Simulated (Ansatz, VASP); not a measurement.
Two plane-wave programs on NaCaI3

Contents of INCAR:

```
PREC = Accurate ; ENCUT = 520
EDIFF = 1E-6 ; ISMEAR = -1
SIGMA = 0.02 ; LREAL = False
LASPH = True ; NELM = 60
ALGO = Normal ; ISIF = 2
LWAVE = False ; LCHARG = False
GGA = PE ; NBANDS = 27
```

The input KPOINTS:

```
regular mesh
0
Gamma
  4 4 4
```

The input POSCAR:

```
NaCaI3
1.0
    6.1871567028      0.0000000000      0.0000000000
    0.0000000000      6.1258977255      0.0000000000
    0.0000000000      0.0000000000      6.1258977255
Na Ca I
1 1 3
Direct
    0.0000000000      0.0000000000      0.0000000000
    0.5000000000      0.5000000000      0.5000000000
    0.5000000000      0.5000000000      0.0000000000
    0.5000000000      0.0000000000      0.5000000000
    0.0000000000      0.5000000000      0.5000000000
```

Input for Ansatz:

```yaml
crystal:
  lattice:
    - [6.1871567028, 0.0, 0.0]
    - [0.0, 6.1258977255, 0.0]
    - [0.0, 0.0, 6.1258977255]
  atoms:
    - { symbol: Na, position: [0.0, 0.0, 0.0] }
    - { symbol: Ca, position: [0.5, 0.5, 0.5] }
    - { symbol: I, position: [0.5, 0.5, 0.0] }
    - { symbol: I, position: [0.5, 0.0, 0.5] }
    - { symbol: I, position: [0.0, 0.5, 0.5] }
kpoints:
  mp_grid: { grid: [4, 4, 4] }
  band_path:
    path: [[0.0, 0.0, 0.0], [0.0, 0.5, 0.0], [0.5, 0.5, 0.0], [0.5, 0.5, 0.5]]
    npoints: 1
hamiltonian:
  xc: pbe
scf:
  occupations: { method: fermi_dirac, width: 0.02 }
  n_extra_bands: 5
output:
  forces: true
  stress: true
  eigenvalues: true
  write_density: true
  write_potential: true
  elf: true
  volumetric_format: npy
```

Change from the starting cell: uniaxial_x strain +1.0%.

Alike in both runs: task single point; functional PBE; k mesh 4 × 4 × 4; occupations fermi-dirac, width 0.02 eV; no spin polarisation.

```csv
,VASP,Ansatz
version,VASP 6.6.1,Ansatz 0.2.0
potentials or method,"VASP PAW PBE potentials, release 64 (Na_pv, Ca_sv, I)","plane waves, PAW"
plane-wave cutoff (eV),520,420
valence electrons in the cell,38,70
```

|  | VASP | Ansatz | Ansatz less VASP |
| --- | --- | --- | --- |
| gap on the k mesh at the Fermi level (eV) | 2.39 | 2.39 | +0.002 |
| pressure (GPa) | 0.1 | 0.0 | -0.03 |
| traceless stress, the component that is largest in VASP (GPa) | -0.18 | -0.17 | +0.002 |

With one functional, cell and mesh, what is left measures potentials, basis and numerics. VASP's potentials hold 38 valence electrons a cell and Ansatz's 70, so a difference there can come from the potentials and not from the codes.

Neither program's run includes spin-orbit coupling.
